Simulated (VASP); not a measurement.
Here is a VASP 6.6.1 calculation.

INCAR

```
SYSTEM = ZnS
PREC     = Accurate       ! precision mode
ENCUT    = 520            ! plane-wave cutoff, eV
EDIFF    = 1E-7           ! SCF threshold, eV
ISMEAR   = 0              ! smearing method
SIGMA    = 0.05           ! smearing width, eV
LREAL    = .False.        ! projectors in reciprocal space
LASPH    = .True.         ! aspherical terms in the spheres
NELM     = 100            ! most SCF steps
ALGO     = Normal         ! electronic algorithm
ISIF     = 2              ! what is computed and relaxed
LWAVE    = .False.        ! write WAVECAR
LCHARG   = .False.        ! write CHGCAR
GGA      = PE             ! functional
NBANDS   = 16             ! bands
```

The input KPOINTS:

```
Automatic mesh
0
Gamma
  10 10 10
  0 0 0
```

The input POSCAR:

```
ZnS
1.0
    0.0000000000      2.4882780000      2.9210220000
    2.4882780000      0.0000000000      2.9210220000
    2.4882780000      2.4882780000      0.0000000000
Zn S
1 1
Direct
    0.0000000000      0.0000000000      0.0000000000
    0.7500000000      0.7500000000      0.7500000000
```

Potentials or basis: VASP PAW PBE potentials, release 64 (Zn, S).

Command:

```bash
$ cat potpaw_PBE.64/Zn/POTCAR potpaw_PBE.64/S/POTCAR > POTCAR
$ mpirun -np 1 vasp_std > vasp.out
```

Task: Estimate the band gap on the k mesh.

Result: 2.12 eV, direct.

Task: Predict the pressure.

Result: 9.0 GPa.

Stress tensor (GPa, compression positive):
```
11.78  0.00  0.00
 0.00 11.78  0.00
 0.00  0.00  3.48
```

Caveat: the cell differs from its parent crystal (strain -0.080 along x and y, +0.080 along z).
